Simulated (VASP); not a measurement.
The system is CaSe.

```
Ca Se
1.0
     3.63478    0.00000    0.00000
     0.00000    3.63478    0.00000
     0.00000    0.00000    3.63478
Ca Se
1 1
Direct
  0.00000 0.00000 0.00000
  0.50000 0.50000 0.50000
```

Base run:

```yaml
Program: VASP 6.6.1
Functional: r2SCAN
Potentials_or_basis: VASP PAW PBE potentials, release 64 (Ca_sv, Se)
Cutoff: 520 eV
k_mesh: 6 × 6 × 6
Occupations: gaussian, width 0.01 eV
Spin: no spin polarisation
```

Its results: band gap on the k mesh 1.24 eV, direct; pressure 0.2 GPa.

Task: The run is repeated on the same cell with these changes: functional from r2SCAN to HSE06; k mesh from 6 × 6 × 6 to 4 × 4 × 4. What comes out?

Result: Band gap on the k mesh 1.54 eV, direct; pressure 0.5 GPa.

Several settings changed at once, so the effect can't be laid on one alone.

Caveats: some runs use coarse meshes; the PAW data sets were made with another functional, which shifts forces and pressure a little.

A k mesh can miss the band edges.
